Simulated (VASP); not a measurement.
Set up this calculation in VASP 6.6.1, as the native input.

* Task: single point
* Functional: PBE
* Potentials or basis: VASP PAW PBE potentials, release 64 (V_sv)
* Cutoff: 520 eV
* k mesh: 16 × 16 × 8
* Occupations: fermi-dirac, width 0.1 eV
* Spin: no spin polarisation
* Dipole correction: no
* Further INCAR settings: ALGO = Normal; EDIFF = 1e-06; NBANDS = 20

The structure of V lies in POSCAR:

```
V
1.0
    2.6819131264      0.0000000000      0.0000000000
   -1.3409565632      2.3226048982      0.0000000000
    0.0000000000      0.0000000000      4.8076872355
V
2
Direct
    0.3333333333      0.6666666667      0.2500000000
    0.6666666667      0.3333333333      0.7500000000
```

This cell differs from its parent crystal: volume scaled by 1.08.

These files were run (other wordings do the same):

INCAR

```
SYSTEM = V
PREC     = Accurate       ! precision mode
ENCUT    = 520            ! plane-wave cutoff, eV
EDIFF    = 1E-6           ! SCF threshold, eV
ISMEAR   = -1             ! smearing method
SIGMA    = 0.1            ! smearing width, eV
LREAL    = .False.        ! projectors in reciprocal space
LASPH    = .True.         ! aspherical terms in the spheres
NELM     = 60             ! most SCF steps
ALGO     = Normal         ! electronic algorithm
ISIF     = 2              ! what is computed and relaxed
LWAVE    = .False.        ! write WAVECAR
LCHARG   = .False.        ! write CHGCAR
GGA      = PE             ! functional
NBANDS   = 20             ! bands
```

KPOINTS

```
regular mesh
0
Gamma
  16 16 8
  0 0 0
```

Potentials or basis: VASP PAW PBE potentials, release 64 (V_sv).

The run is started by

```bash
$ cat potpaw_PBE.64/V_sv/POTCAR > POTCAR
$ mpirun -np 1 vasp_std > vasp.out
```

Results of the run:

The pressure is -11.2 GPa and the band gap on the k mesh is zero (band 13 reaches 10.18 eV, above the bottom of band 14 at 8.19 eV).

It took 93 s on 1 thread of Intel Xeon 6975P-C, with other jobs on the host, peak memory 0.19 GiB.
